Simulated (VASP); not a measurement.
# MnO (P6_3mc) in VASP: electric field gradients with PBEsol

Aim: the electric field gradients of MnO with PBEsol.

Program: VASP 6.6.1. These are calculated values, not measurements. Logs are shortened: lines on timing, memory, paths and dates and some standing lists are left out, and cuts for length are marked.

## (1) The cell of the first run

It takes space group P6_3mc (No. 186, hexagonal). The conventional cell has a = 3.394 Å, b = 3.394 Å, c = 5.421 Å, α = 90.00°, β = 90.00°, γ = 120.00°. Mn (site symmetry 3m) has 4 O at 1.98 to 2.09 Å within 2.6 Å. O (site symmetry 3m) has 4 Mn at 1.98 to 2.09 Å within 2.6 Å.

## (2) Electric field gradients, PBEsol, collinear spin, ferromagnetic start (13.52 Å³/atom)

Input file INCAR:

```
SYSTEM = MnO
PREC     = Accurate       ! precision mode
ENCUT    = 520            ! plane-wave cutoff, eV
EDIFF    = 1E-8           ! SCF threshold, eV
ISMEAR   = -1             ! smearing method
SIGMA    = 0.05           ! smearing width, eV
LREAL    = .False.        ! projectors in reciprocal space
LASPH    = .True.         ! aspherical terms in the spheres
NELM     = 150            ! most SCF steps
ALGO     = Normal         ! electronic algorithm
ISIF     = 2              ! what is computed and relaxed
LWAVE    = .False.        ! write WAVECAR
LCHARG   = .False.        ! write CHGCAR
ISPIN    = 2              ! spin polarisation
MAGMOM   = 4 4 0 0        ! initial moments
LORBIT   = 11             ! projections on sites
LMAXMIX  = 4              ! l up to which the mixer works
GGA      = PS             ! functional
LEFG     = .True.       
NBANDS   = 31             ! bands
```

Input file KPOINTS:

```
regular mesh
0
Gamma
  14 14 8
  0 0 0
```

Input file POSCAR:

```
MnO
1.0
    3.3940307253      0.0000000000      0.0000000000
   -1.6970153626      2.9393168293      0.0000000000
    0.0000000000      0.0000000000      5.4211666023
Mn O
2 2
Direct
    0.3333333333      0.6666666667      0.0109600000
    0.6666666667      0.3333333333      0.5109600000
    0.3333333333      0.6666666667      0.3754700000
    0.6666666667      0.3333333333      0.8754700000
```

Potentials or basis: VASP PAW PBE potentials, release 64 (Mn_pv, O).

Command:

```sh
cat potpaw_PBE.64/Mn_pv/POTCAR potpaw_PBE.64/O/POTCAR > POTCAR
mpirun -np 1 vasp_std > vasp.out
```

OUTCAR:

```text
SYSTEM = MnO
   PREC = Accurate
   ENCUT = 520
   EDIFF = 1E-8
   ISMEAR = -1
   LREAL = .False.
   LASPH = .True.
   NELM = 150
   ISIF = 2
   ISPIN = 2
   LORBIT = 11
   GGA = PS

 ion  position               nearest neighbor table
   1  0.333  0.667  0.011-   3 1.98   4 2.09   4 2.09   4 2.09
   2  0.667  0.333  0.511-   4 1.98   3 2.09   3 2.09   3 2.09
   3  0.333  0.667  0.375-   1 1.98   2 2.09   2 2.09   2 2.09
   4  0.667  0.333  0.875-   2 1.98   1 2.09   1 2.09   1 2.09

  LATTYP: Found a hexagonal cell.
 ALAT       =     3.3940307253
 C/A-ratio  =     1.5972650341

  Lattice vectors:

 A1 = (   3.3940307253,   0.0000000000,   0.0000000000)
 A2 = (  -1.6970153626,   2.9393168293,   0.0000000000)
 A3 = (   0.0000000000,   0.0000000000,   5.4211666023)

Analysis of symmetry for initial positions (statically):
=====================================================================
 Subroutine PRICEL returns:
 Original cell was already a primitive cell.

 Routine SETGRP: Setting up the symmetry group for a
 hexagonal supercell.

 Subroutine GETGRP returns: Found 12 space group operations
 (whereof  6 operations were pure point group operations)
 out of a pool of 24 trial point group operations.

The static configuration has the point symmetry C_3v.
 The point group associated with its full space group is C_6v.

Analysis of symmetry for dynamics (positions and initial velocities):
=====================================================================
 Subroutine PRICEL returns:
 Original cell was already a primitive cell.

 Routine SETGRP: Setting up the symmetry group for a
 hexagonal supercell.

 Subroutine GETGRP returns: Found 12 space group operations
 (whereof  6 operations were pure point group operations)
 out of a pool of 24 trial point group operations.

The dynamic configuration has the point symmetry C_3v.
 The point group associated with its full space group is C_6v.

Analysis of structural, dynamic, and magnetic symmetry:
=====================================================================
 Subroutine PRICEL returns:
[... 1812 lines left out ...]

  FORCE on cell =-STRESS in cart. coord.  units (eV):
  Direction    XX          YY          ZZ          XY          YZ          ZX
  --------------------------------------------------------------------------------------
  -------------------------------------------------------------------------------------
  Total       -1.1741937     -1.1741937      1.0639110     -0.0000000      0.0000000      0.0000000
  in kB      -34.7852715    -34.7852715     31.5181659     -0.0000000      0.0000000      0.0000000
  external PRESSURE =     -12.6841257 kB  Pullay stress =       0.0000000 kB

 VOLUME and BASIS-vectors are now :
 -----------------------------------------------------------------------------
  energy-cutoff  :      520.00
  volume of cell :       54.08
      direct lattice vectors                 reciprocal lattice vectors
     3.394030725  0.000000000  0.000000000     0.294634928  0.170107555  0.000000000
    -1.697015363  2.939316829  0.000000000     0.000000000  0.340215111  0.000000000
     0.000000000  0.000000000  5.421166602     0.000000000  0.000000000  0.184462141

 POSITION                                       TOTAL-FORCE (eV/Angst)
 -----------------------------------------------------------------------------------
     -0.00000      1.95954      0.05942        -0.000000      0.000000     -0.562826
      1.69702      0.97977      2.77000         0.000000     -0.000000     -0.562826
     -0.00000      1.95954      2.03549        -0.000000      0.000000      0.562826
      1.69702      0.97977      4.74607        -0.000000     -0.000000      0.562826
 -----------------------------------------------------------------------------------
    total drift:                               -0.000000      0.000001      0.001877

  FREE ENERGIE OF THE ION-ELECTRON SYSTEM (eV)
  ---------------------------------------------------
  free  energy   TOTEN  =       -34.2639740482 eV

  energy  without entropy=      -34.2612341654  energy(sigma->0) =      -34.26260411

 Electric field gradients (V/A^2)
---------------------------------------------------------------------
 ion       V_xx      V_yy      V_zz      V_xy      V_xz      V_yz
---------------------------------------------------------------------
   1      12.556    12.559   -25.116     0.003    -0.000     0.000
   2      12.556    12.559   -25.116     0.003     0.000    -0.000
   3      -0.553    -0.551     1.104     0.001     0.000    -0.000
   4      -0.553    -0.551     1.104     0.001    -0.000     0.000
---------------------------------------------------------------------

 Electric field gradients after diagonalization (V/A^2)
 (convention: |V_zz| > |V_xx| > |V_yy|)
----------------------------------------------------------------------
 ion       V_xx      V_yy      V_zz     asymmetry (V_yy - V_xx)/ V_zz
----------------------------------------------------------------------
   1      12.561    12.555   -25.116       0.000
   2      12.561    12.555   -25.116       0.000
   3      -0.553    -0.550     1.104       0.003
   4      -0.553    -0.550     1.104       0.003
----------------------------------------------------------------------

           NMR quadrupolar parameters

 Cq : quadrupolar parameter    Cq=e*Q*V_zz/h
 eta: asymmetry parameters     (V_yy - V_xx)/ V_zz
 Q  : nuclear electric quadrupole moment in mb (millibarn)
----------------------------------------------------------------------
 ion       Cq(MHz)       eta       Q (mb)
----------------------------------------------------------------------
   1      -0.061       0.000       1.000
   2      -0.061       0.000       1.000
   3       0.003       0.003       1.000
   4       0.003       0.003       1.000
----------------------------------------------------------------------

 total charge

# of ion       s       p       d       tot
------------------------------------------
    1        0.240   6.226   4.944  11.410
    2        0.240   6.226   4.944  11.410
    3        1.550   3.432   0.000   4.983
    4        1.550   3.432   0.000   4.983
--------------------------------------------------
tot          3.581  19.317   9.888  32.786

 magnetization (x)

# of ion       s       p       d       tot
------------------------------------------
    1        0.038   0.061   4.310   4.409
    2        0.038   0.061   4.310   4.409
    3        0.019   0.175   0.000   0.194
    4        0.019   0.175   0.000   0.194
--------------------------------------------------
tot          0.114   0.473   8.621   9.207
```

Run time: 8.4 min. Hardware: 1 thread of Intel Xeon Platinum 8259CL at 2.50GHz (Skylake/Cascade Lake), shared host; peak memory 0.39 GiB.

Results:

```yaml
Free_energy: -34.2640 eV
Pressure: -1.3 GPa
Largest_force: 0.563 eV/Å
Band_gap_on_the_k_mesh: zero (filled and empty bands overlap)
Net_moment: 9.99 μB per cell
Site_moments: Mn +4.41; O +0.19 μB
Largest_electric_field_gradient_by_atom: Mn -25.1; O +1.1 V/Å²
Valence_electrons_inside_the_program's_atomic_spheres: Mn 11.41; O 4.98
```

Forces in eV/Å, atoms in the order of the input:
```
Mn   0.000  0.000 -0.563
Mn   0.000  0.000 -0.563
O    0.000  0.000  0.563
O    0.000  0.000  0.563
```

Electric field gradients, principal values (V/Å²):
```tsv
atom	least	middle	greatest (by size)
1 Mn	12.555	12.561	-25.116
2 Mn	12.555	12.561	-25.116
3 O	-0.550	-0.553	1.104
4 O	-0.550	-0.553	1.104
```

Caveat: the stress differs along the axes, from -3 to 3 GPa; without QUAD_EFG the Cq values of the log hold for a quadrupole moment of 1 mb, not for the nuclei; the PAW data sets were made with another functional, which shifts forces and pressure a little; semilocal functionals often make such compounds metallic where correlation or magnetic order opens a gap, which also shifts bond lengths; the run started ferromagnetic, and an antiferromagnetic order may lie lower in energy. With open d or f shells a metallic result of PBEsol can be an artefact of self-interaction; +U or a hybrid may open a gap.
